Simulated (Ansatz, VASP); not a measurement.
# TlSe2Br: VASP beside Ansatz

```xyz
4
Lattice="4.1307 0.0000 0.0000 -2.0654 3.5773 0.0000 -2.0654 1.1924 7.6796" Properties=species:S:1:pos:R:3 pbc="T T T"
Se   -2.0654    3.5773    5.3713
Se    2.0654    1.1924    2.3083
Tl    0.0000    2.3849    3.8398
Br    0.0000    0.0000    0.0000
```

Alike in both runs: task single point; functional r2SCAN; k mesh 5 × 5 × 5; occupations gaussian, width 0.0236 eV; no spin polarisation.

|  | VASP | Ansatz |
| --- | --- | --- |
| version | VASP 6.6.1 | Ansatz 0.2.0 |
| potentials or method | VASP PAW PBE potentials, release 64 (Se, Tl_d, Br), cutoff 520 eV | PAW plane waves |
| valence electrons in the cell | 32 | 52 |

|  | VASP | Ansatz | Ansatz less VASP |
| --- | --- | --- | --- |
| gap on the k mesh at the Fermi level (eV) | none | none | - |
| pressure (GPa) | -1.8 | -1.8 | 0.00 |
| traceless stress, the component that is largest in VASP (GPa) | -1.25 | -1.23 | +0.014 |
| rms of the force components (eV/Å) | 0.139 | 0.136 | -0.0028 |

VASP's potentials were made for PBE, not for r2SCAN. Atom by atom the forces differ by 0.003 eV/Å (rms over components). A gap of «none» marks a metal or a gap that the smearing closes. VASP's potentials hold 32 valence electrons a cell and Ansatz's 52, so a difference there can come from the potentials and not from the codes.

Spin-orbit coupling is off throughout.
